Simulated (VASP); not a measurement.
# Al2Au (Fm-3m) in VASP: further runs

The runs below take Al2Au through single point, with PBEsol.

All numbers are computed with VASP 6.6.1; they aren't measurements. Logs are shortened: lines on timing, memory, paths and dates and some standing lists are left out, and cuts for length are marked.

**1. The cell of the first run**

It takes space group Fm-3m (No. 225, cubic). Conventional cell: a = 5.663 Å, b = 5.663 Å, c = 5.663 Å, α = 90.00°, β = 90.00°, γ = 90.00°. Within 3.2 Å of Au (site symmetry m-3m) lie 8 Al at 2.45 Å. Al (site symmetry -43m) has 4 Au at 2.45 Å and 6 Al at 2.83 Å within 3.2 Å.

**2. Single point, PBEsol**

INCAR

```
PREC = Accurate
ENCUT = 520
EDIFF = 1E-6
ISMEAR = -1
SIGMA = 0.05
LREAL = F
LASPH = T
NELM = 100
ALGO = Normal
ISIF = 2
LWAVE = F
LCHARG = T
GGA = PS
LELF = T
LVHAR = T
NBANDS = 16
```

KPOINTS

```
regular mesh
0
Gamma
  8 8 8
```

POSCAR

```
Al2Au
1.0
    0.0000000000      2.8315917681      2.8315917681
    2.8315917681      0.0000000000      2.8315917681
    2.8315917681      2.8315917681      0.0000000000
Au Al
1 2
Direct
    0.0000000000      0.0000000000      0.0000000000
    0.7500000000      0.7500000000      0.7500000000
    0.2500000000      0.2500000000      0.2500000000
```

Potentials or basis: VASP PAW PBE potentials, release 64 (Au, Al).

On the command line:

```sh
cat potpaw_PBE.64/Au/POTCAR potpaw_PBE.64/Al/POTCAR > POTCAR
mpirun -np 1 vasp_std > vasp.out
```

OUTCAR:

```text
PREC = Accurate
   ENCUT = 520
   EDIFF = 1E-6
   ISMEAR = -1
   LREAL = F
   LASPH = T
   NELM = 100
   ISIF = 2
   GGA = PS

 ion  position               nearest neighbor table
   1  0.000  0.000  0.000-   2 2.45   2 2.45   2 2.45   3 2.45   3 2.45   3 2.45   3 2.45   2 2.45

   2  0.750  0.750  0.750-   1 2.45   1 2.45   1 2.45   1 2.45   3 2.83   3 2.83   3 2.83   3 2.83
                             3 2.83   3 2.83
   3  0.250  0.250  0.250-   1 2.45   1 2.45   1 2.45   1 2.45   2 2.83   2 2.83   2 2.83   2 2.83
                             2 2.83   2 2.83

  LATTYP: Found a face centered cubic cell.
 ALAT       =     5.6631835362

  Lattice vectors:

 A1 = (   0.0000000000,   2.8315917681,   2.8315917681)
 A2 = (   2.8315917681,   0.0000000000,   2.8315917681)
 A3 = (   2.8315917681,   2.8315917681,   0.0000000000)

Analysis of symmetry for initial positions (statically):
=====================================================================
 Subroutine PRICEL returns:
 Original cell was already a primitive cell.

 Routine SETGRP: Setting up the symmetry group for a
 face centered cubic supercell.

 Subroutine GETGRP returns: Found 48 space group operations
 (whereof 48 operations were pure point group operations)
 out of a pool of 48 trial point group operations.

The static configuration has the point symmetry O_h .

Analysis of symmetry for dynamics (positions and initial velocities):
=====================================================================
 Subroutine PRICEL returns:
 Original cell was already a primitive cell.

 Routine SETGRP: Setting up the symmetry group for a
 face centered cubic supercell.

 Subroutine GETGRP returns: Found 48 space group operations
 (whereof 48 operations were pure point group operations)
 out of a pool of 48 trial point group operations.

The dynamic configuration has the point symmetry O_h .

 Subroutine INISYM returns: Found 48 space group operations
 (whereof 48 operations are pure point group operations),
 and found     1 'primitive' translations

----------------------------------------------------------------------------------------

                                     Primitive cell

  volume of cell :      45.4069

  direct lattice vectors                    reciprocal lattice vectors
     0.000000000  2.831591768  2.831591768    -0.176579126  0.176579126  0.176579126
     2.831591768  0.000000000  2.831591768     0.176579126 -0.176579126  0.176579126
     2.831591768  2.831591768  0.000000000     0.176579126  0.176579126 -0.176579126

  length of vectors
     4.004475482  4.004475482  4.004475482     0.305844018  0.305844018  0.305844018

  position of ions in fractional coordinates (direct lattice)
     0.000000000  0.000000000  0.000000000
     0.750000000  0.750000000  0.750000000
     0.250000000  0.250000000  0.250000000

  ion indices of the primitive-cell ions
   primitive index   ion index
                 1           1
                 2           2
                 3           3

----------------------------------------------------------------------------------------

 KPOINTS: regular mesh

Automatic generation of k-mesh.
 Grid dimensions read from file:
 generate k-points for:    8    8    8

 Generating k-lattice:

  Cartesian coordinates                     Fractional coordinates (reciprocal lattice)
    -0.022072391  0.022072391  0.022072391     0.125000000  0.000000000  0.000000000
     0.022072391 -0.022072391  0.022072391     0.000000000  0.125000000  0.000000000
     0.022072391  0.022072391 -0.022072391     0.000000000  0.000000000  0.125000000

  Length of vectors
     0.038230502  0.038230502  0.038230502

  Shift w.r.t. Gamma in fractional coordinates (k-lattice)
     0.000000000  0.000000000  0.000000000

 Subroutine IBZKPT returns following result:
 ===========================================

 Found     29 irreducible k-points:

 Following reciprocal coordinates:
            Coordinates               Weight
  0.000000  0.000000  0.000000      1.000000
  0.125000  0.000000  0.000000      8.000000
  0.250000  0.000000  0.000000      8.000000
  0.375000  0.000000  0.000000      8.000000
  0.500000  0.000000  0.000000      4.000000
  0.125000  0.125000  0.000000      6.000000
[... 16 lines left out ...]
  0.500000  0.250000  0.125000     48.000000
 -0.375000  0.250000  0.125000     24.000000
 [... further k-points ...]
   k-points           NKPTS =     29   k-points in BZ     NKDIM =     29   number of bands    NBANDS=     16
   number of dos      NEDOS =    301   number of ions     NIONS =      3
   total plane-waves  NPLWV =  27000
   dimension x,y,z NGX =    30 NGY =   30 NGZ =   30
   dimension x,y,z NGXF=    60 NGYF=   60 NGZF=   60
   ions per type =               1   2
   NGX,Y,Z   is equivalent  to a cutoff of  12.45, 12.45, 12.45 a.u.
   NGXF,Y,Z  is equivalent  to a cutoff of  24.91, 24.91, 24.91 a.u.
 SYSTEM =  unknown system
   PREC   = accura    normal or accurate (medium, high low for compatibility)
   ISTART =      0    job   : 0-new  1-cont  2-samecut
   ICHARG =      2    charge: 1-file 2-atom 10-const
   ISPIN  =      1    spin polarized calculation?
   LNONCOLLINEAR =      F non collinear calculations
   LSORBIT =      F    spin-orbit coupling
   LASPH  =      T    aspherical Exc in radial PAW
   ENCUT  =  520.0 eV  38.22 Ry    6.18 a.u.   7.45  7.45  7.45*2*pi/ulx,y,z
   NELM   =    100;   NELMIN=  2; NELMDL= -5     # of ELM steps
   EDIFF  = 0.1E-05   stopping-criterion for ELM
   LREAL  =      F    real-space projection
   EDIFFG = 0.1E-04   stopping-criterion for IOM
   NSW    =      0    number of steps for IOM
   IBRION =     -1    ionic relax: 0-MD 1-quasi-New 2-CG
   NFREE  =      0    steps in history (QN), initial steepest desc. (CG)
   ISIF   =      2    stress and relaxation
   ISYM   =      2    0-nonsym 1-usesym 2-fastsym
   POTIM  = 0.5000    time-step for ionic-motion
   TEBEG  =    0.0;   TEEND  =   0.0 temperature during run
   PSTRESS=    0.0 pullay stress
   NELECT =      17.0000    total number of electrons
   NUPDOWN=      -1.0000    fix difference up-down
   EMIN   =  10.00;   EMAX   =-10.00  energy-range for DOS
   EFERMI =   0.00;   METHOD = LEGACY
   ISMEAR =    -1;   SIGMA  =   0.05  broadening in eV -4-tet -1-fermi 0-gaus
   EFERMI_NEDOS =   21; number of points for ismear=-14 and -15
   IALGO  =     38    algorithm
   IMIX   =      4    mixing-type and parameters
     AMIX     =   0.40;   BMIX     =  1.00
     AMIX_MAG =   1.60;   BMIX_MAG =  1.00
  volume/ion in A,a.u.               =      15.14       102.14
  Fermi-wavevector in a.u.,A,eV,Ry     =   1.179914  2.229715 18.942003  1.392198
  Thomas-Fermi vector in A             =   2.316216
   LORBIT       =      0    0 simple, 1 ext, 2 COOP (PROOUT), +10 PAW based schemes
   GGA     = PS    functional components
   LHFCALC =     F    Hartree Fock is set to
   AEXX    =    0.0000 exact exchange contribution
   IVDW    =     0    specifies the selected vdW correction
   LEPSILON=     F    determine dielectric tensor
   LRPA    =     F    only Hartree local field effects (RPA)
 non-spin polarized calculation
  energy-cutoff  :      520.00
  volume of cell :       45.41
 maximum number of plane-waves:      1243
 NGX is ok and might be reduce to    30
   NGX = 15   NGY = 15   NGZ = 15

 number of electron      17.0000002 magnetization

 Free energy of the ion-electron system (eV)
  ---------------------------------------------------
  ext. energy  EPLUGINS =         0.00000000
  ---------------------------------------------------
  free energy    TOTEN  =       -12.81158055 eV

  energy without entropy =      -12.80697060  energy(sigma->0) =      -12.80927557

 E-fermi :   9.9720     XC(G=0): -11.4146

 val. band max:        9.7067105709   @ k =   0.3750   0.1250   0.0000
 cond. band min:      10.0232231826   @ k =   0.3750   0.1250   0.0000
 fundamental gap:      0.3165126117
 Fermi energy:         9.9720263420

 k-point     1 :       0.0000    0.0000    0.0000
  band No.  band energies     occupation
      1      -2.0474      2.00000
      2       2.2170      2.00000
      3       2.2170      2.00000
      4       2.2170      2.00000
      5       3.3678      2.00000
      6       3.3678      2.00000
[... 8 lines left out ...]
     15      16.1438      0.00000
     16      16.1438      0.00000

 k-point     2 :       0.1250    0.0000    0.0000
  band No.  band energies     occupation
      1      -1.8134      2.00000
      2       2.1552      2.00000
      3       2.2791      2.00000
      4       2.2791      2.00000
      5       3.3547      2.00000
      6       3.3547      2.00000
[... 8 lines left out ...]
     15      15.6658      0.00000
     16      16.2163      0.00000

 k-point     3 :       0.2500    0.0000    0.0000
  band No.  band energies     occupation
      1      -1.1489      2.00000
      2       2.0457      2.00000
      3       2.4065      2.00000
      4       2.4065      2.00000
      5       3.3684      2.00000
      6       3.3684      2.00000
[... 8 lines left out ...]
     15      16.7419      0.00000
     16      17.4134      0.00000

 k-point     4 :       0.3750    0.0000    0.0000
  band No.  band energies     occupation
      1      -0.2531      2.00000
      2       2.1250      2.00000
      3       2.4819      2.00000
      4       2.4819      2.00000
      5       3.4733      2.00000
      6       3.4733      2.00000
[... 8 lines left out ...]
     15      18.3356      0.00000
     16      19.1223      0.00000
[... 324 lines left out ...]
 k-point    22 :       0.3750    0.2500    0.1250
  band No.  band energies     occupation
      1      -0.5522      2.00000
      2       1.8589      2.00000
      3       2.5364      2.00000
      4       2.6336      2.00000
      5       3.1506      2.00000
      6       3.5725      2.00000
[... 8 lines left out ...]
     15      18.0326      0.00000
     16      19.2236      0.00000

 k-point    23 :       0.5000    0.2500    0.1250
  band No.  band energies     occupation
      1       0.3459      2.00000
      2       1.8579      2.00000
      3       2.5185      2.00000
      4       2.7740      2.00000
      5       3.3487      2.00000
      6       3.5805      2.00000
[... 8 lines left out ...]
     15      19.3228      0.00000
     16      20.1716      0.00000

 k-point    24 :      -0.3750    0.2500    0.1250
  band No.  band energies     occupation
      1       0.8230      2.00000
      2       2.0523      2.00000
      3       2.5648      2.00000
      4       2.8021      2.00000
      5       3.3382      2.00000
      6       3.6684      2.00000
[... 8 lines left out ...]
     15      18.9150      0.00000
     16      20.9955      0.00000

 [... further k-points ...]

------------------------ aborting loop because EDIFF is reached ----------------------------------------

  FORCE on cell =-STRESS in cart. coord.  units (eV):
  Direction    XX          YY          ZZ          XY          YZ          ZX
  --------------------------------------------------------------------------------------
  -------------------------------------------------------------------------------------
  Total        8.4297337      8.4297337      8.4297337      0.0000000     -0.0000000      0.0000000
  in kB      297.4421552    297.4421552    297.4421552      0.0000000     -0.0000000      0.0000000
  external PRESSURE =     297.4421552 kB  Pullay stress =       0.0000000 kB

 VOLUME and BASIS-vectors are now :
 -----------------------------------------------------------------------------
  energy-cutoff  :      520.00
  volume of cell :       45.41
      direct lattice vectors                 reciprocal lattice vectors
     0.000000000  2.831591768  2.831591768    -0.176579126  0.176579126  0.176579126
     2.831591768  0.000000000  2.831591768     0.176579126 -0.176579126  0.176579126
     2.831591768  2.831591768  0.000000000     0.176579126  0.176579126 -0.176579126

 POSITION                                       TOTAL-FORCE (eV/Angst)
 -----------------------------------------------------------------------------------
      0.00000      0.00000      0.00000        -0.000000     -0.000000      0.000000
      4.24739      4.24739      4.24739         0.000000      0.000000      0.000000
      1.41580      1.41580      1.41580        -0.000000     -0.000000     -0.000000
 -----------------------------------------------------------------------------------
    total drift:                                0.000000     -0.000000     -0.000000

  FREE ENERGIE OF THE ION-ELECTRON SYSTEM (eV)
  ---------------------------------------------------
  free  energy   TOTEN  =       -12.8115805541 eV

  energy  without entropy=      -12.8069705957  energy(sigma->0) =      -12.80927557
```

It took 31 s on 1 thread of Intel Xeon 6975P-C, shared host; peak memory 0.18 GiB.

What came out:

```yaml
Free_energy: -12.8116 eV
Pressure: 29.7 GPa
```

Caveat: the PAW data sets were made with another functional, which shifts forces and pressure a little; spin-orbit coupling is left out, which moves the levels of the heavy elements.

**3. Single point, PBEsol**

This run uses another cell than the first one, of 15.83 Å³/atom, 1.046 times its volume.

INCAR

```
  ALGO = Normal
  EDIFF = 1E-6
  ENCUT = 520
  GGA = PS
  ISIF = 2
  ISMEAR = -1
  LASPH = T
  LCHARG = F
  LREAL = F
  LWAVE = F
  NBANDS = 16
  NELM = 60
  PREC = Accurate
  SIGMA = 0.05
```

KPOINTS

```
k-points
0
Gamma
  8 8 8
```

POSCAR

```
Al2Au
1.0
    0.0000000000      2.8745320640      2.8745320640
    2.8745320640      0.0000000000      2.8745320640
    2.8745320640      2.8745320640      0.0000000000
Au Al
1 2
Direct
    0.0000000000      0.0000000000      0.0000000000
    0.7500000000      0.7500000000      0.7500000000
    0.2500000000      0.2500000000      0.2500000000
```

Potentials or basis: VASP PAW PBE potentials, release 64 (Au, Al).

On the command line:

```sh
cat potpaw_PBE.64/Au/POTCAR potpaw_PBE.64/Al/POTCAR > POTCAR
mpirun -np 1 vasp_std > vasp.out
```

Run time: 32 s. Hardware: 1 thread of Intel Xeon 6975P-C, shared host; peak memory 0.18 GiB.

Results (log left out):

- Free energy: -13.1338 eV
- Pressure: 19.8 GPa

Levels at points of the mesh, in eV from the Fermi level:
```
           k point  band 6  band 7  band 8  band 9  band 10  band 11  band 12  band 13
(0.00, 0.00, 0.00)   -6.33    2.88    2.88    2.88     3.16     4.47     4.47     4.47
(0.50, 0.00, 0.00)   -6.17   -6.05    0.22    0.22     3.40     4.18     4.18     4.61
(0.50, 0.50, 0.00)   -5.94   -5.56   -2.50   -2.50     2.01     2.03     7.62    10.79
```

Caveat: the PAW data sets were made with another functional, which shifts forces and pressure a little; spin-orbit coupling is left out, which moves the levels of the heavy elements.
